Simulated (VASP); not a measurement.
Write the native input for VASP 6.6.1 that does the following.

| Item | Value |
| --- | --- |
| Task | single point |
| Functional | r2SCAN |
| Potentials or basis | VASP PAW PBE potentials, release 64 (Ni, O) |
| Cutoff | 520 eV |
| k mesh | 10 × 10 × 8 |
| Occupations | gaussian, width 0.02 eV |
| Spin | collinear spin, ferromagnetic start |
| Starting moments | [1.81, 1.81, 0.32, 0.32] μB |
| Dipole correction | no |
| Further INCAR settings | ALGO = Normal; EDIFF = 1e-06; NBANDS = 28 |

NiO:

```
Ni O
1.0
     2.01053    2.01053    0.00000
    -2.01053    2.01053    0.00000
     0.00000    0.00000    4.31396
Ni O
2 2
Cartesian
  0.0000 0.0000 0.0000
  0.0000 2.0105 2.1570
  0.0000 2.0105 0.0000
  0.0000 0.0000 2.1570
```

These files were run (other wordings do the same):

POSCAR

```
NiO
1.0
    2.0105265571      2.0105265571      0.0000000000
   -2.0105265571      2.0105265571      0.0000000000
    0.0000000000      0.0000000000      4.3139568851
Ni O
2 2
Direct
    0.0000000000      0.0000000000      0.0000000000
    0.5000000000      0.5000000000      0.5000000000
    0.5000000000      0.5000000000      0.0000000000
    0.0000000000      0.0000000000      0.5000000000
```

INCAR.step1

```
PREC = Accurate
ENCUT = 520
ISMEAR = 0
SIGMA = 0.02
LREAL = False
LASPH = True
NELM = 150
ISPIN = 2
MAGMOM = 1.81 1.81 0.32 0.32
LMAXMIX = 4
NBANDS = 28
GGA = PE
ALGO = Normal
EDIFF = 1E-4
LWAVE = True
LCHARG = False
```

INCAR.step2

```
PREC = Accurate
ENCUT = 520
EDIFF = 1E-6
ISMEAR = 0
SIGMA = 0.02
LREAL = False
LASPH = True
NELM = 150
ALGO = Normal
ISIF = 2
LWAVE = False
LCHARG = False
ISPIN = 2
MAGMOM = 1.81 1.81 0.32 0.32
LORBIT = 11
LMAXMIX = 4
METAGGA = R2SCAN
LMIXTAU = True
NBANDS = 28
ISTART = 1
```

KPOINTS

```
Automatic mesh
0
Gamma
  10 10 8
```

Potentials or basis: VASP PAW PBE potentials, release 64 (Ni, O).

Command:

```bash
$ cat potpaw_PBE.64/Ni/POTCAR potpaw_PBE.64/O/POTCAR > POTCAR
$ cp INCAR.step1 INCAR
$ mpirun -np 1 vasp_std > vasp.out
$ cp INCAR.step2 INCAR
$ mpirun -np 1 vasp_std > vasp.out
```

Results of the run:

```json
{"Pressure": "15.0 GPa", "Band gap on the k mesh": "zero (filled and empty bands overlap)", "Net moment": "4.00 μB per cell", "Site moments": "Ni +1.69; O +0.28 μB", "Valence electrons inside the program's atomic spheres": "Ni 9.04; O 5.08"}
```

Caveat: the stress differs along the axes, from -0 to 22 GPa; the PAW data sets were made with another functional, which shifts forces and pressure a little; semilocal functionals often make such compounds metallic where correlation or magnetic order opens a gap, which also shifts bond lengths.

Run time: 12 min on 1 thread of Intel(R) Xeon(R) Platinum 8259CL CPU @ 2.50GHz (Skylake/Cascade Lake), with other jobs on the host, peak memory 0.28 GiB.
